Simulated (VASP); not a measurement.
# AlN: single point with PBE

Crystal: AlN.

```
Al N
1.0
     0.00728    2.21300    2.21296
     2.15977   -0.01403    2.23417
     2.15960    2.23426   -0.01410
Al N
1 1
Direct
  0.99378 0.98939 0.00089
  0.75176 0.72825 0.74008
```

```
Program                : VASP 6.6.1
Task                   : single point
Functional             : PBE
Potentials or basis    : VASP PAW PBE potentials, release 64 (Al, N)
Cutoff                 : 520 eV
k mesh                 : 6 × 6 × 6
Occupations            : gaussian, width 0.01 eV
Spin                   : no spin polarisation
Dipole correction      : no
Further INCAR settings : ALGO = Normal; EDIFF = 1e-06; NBANDS = 11
```

* Pressure: -1.3 GPa
* Largest force: 0.508 eV/Å
* Band gap on the k mesh: 3.08 eV, indirect (least direct gap 3.80 eV)

Forces in eV/Å, atoms in the order of the input:
```
Al  -0.487 -0.095 -0.106
N    0.487  0.095  0.106
```

Stress tensor (GPa, compression positive):
```
 1.13 -1.02 -0.98
-1.02 -2.58  0.54
-0.98  0.54 -2.58
```

Levels at points of the mesh, in eV from the valence-band top:
```tsv
k point	band 1	band 2	band 3	band 4	band 5	band 6	band 7	band 8	band 9
(0.00, 0.00, 0.00)	-14.94	-0.32	-0.04	0.00	3.80	11.98	12.11	12.36	16.79
(0.50, 0.00, 0.00)	-12.93	-5.80	-0.89	-0.44	6.85	9.54	10.42	11.09	17.41
(0.00, 0.50, 0.00)	-12.99	-5.92	-0.58	-0.48	7.00	9.50	10.65	11.27	17.41
(0.00, 0.00, 0.50)	-12.99	-5.92	-0.59	-0.48	7.00	9.51	10.65	11.27	17.41
(0.50, 0.50, 0.00)	-12.41	-5.05	-1.78	-1.76	3.23	8.47	13.21	14.88	15.82
(0.50, 0.00, 0.50)	-12.41	-5.05	-1.78	-1.76	3.23	8.47	13.21	14.88	15.82
(0.00, 0.50, 0.50)	-12.27	-4.72	-2.22	-1.87	3.08	7.97	13.81	15.00	15.13
(0.50, 0.50, 0.50)	-12.96	-5.79	-0.87	-0.46	6.91	9.55	10.42	11.21	17.42
```

Run time: 12 s on 1 thread of Intel(R) Xeon(R) Platinum 8488C (Sapphire Rapids) (shared host), peak memory 0.15 GiB.

A k mesh can miss the band edges.
